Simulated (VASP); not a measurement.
A run of VASP 6.6.1 is set up as follows.

Contents of INCAR:

```
PREC     = Accurate       # precision mode
ENCUT    = 520            # plane-wave cutoff, eV
EDIFF    = 1E-6           # SCF threshold, eV
ISMEAR   = -1             # smearing method
SIGMA    = 0.05           # smearing width, eV
LREAL    = False          # projectors in reciprocal space
LASPH    = True           # aspherical terms in the spheres
NELM     = 60             # most SCF steps
ALGO     = Normal         # electronic algorithm
ISIF     = 2              # what is computed and relaxed
LWAVE    = False          # write WAVECAR
LCHARG   = True           # write CHGCAR
GGA      = B5             # functional
ALDAX    = 1.0          
AGGAX    = 1.0          
AGGAC    = 1.0          
ALDAC    = 0.0          
LELF     = True           # ELF
LVHAR    = True         
NBANDS   = 16             # bands
```

The input KPOINTS:

```
Automatic mesh
0
Gamma
  7 7 9
```

Contents of POSCAR:

```
Al2Cu
1.0
    4.1624066218      0.0000000000      0.0000000000
    0.0000000000      4.1624066218      0.0000000000
    0.0000000000      0.0000000000      2.9605222366
Cu Al
1 2
Direct
    0.0000000000      0.0000000000      0.0000000000
    0.0000000000      0.5000000000      0.5000000000
    0.5000000000      0.0000000000      0.5000000000
```

Potentials or basis: VASP PAW PBE potentials, release 64 (Cu, Al).

Run with:

```console
$ cat potpaw_PBE.64/Cu/POTCAR potpaw_PBE.64/Al/POTCAR > POTCAR
$ mpirun -np 1 vasp_std > vasp.out
```

**Question.** What does it give for the pressure?

**Answer.** 0.2 GPa.

Caveat: the PAW data sets were made with another functional, which shifts forces and pressure a little.
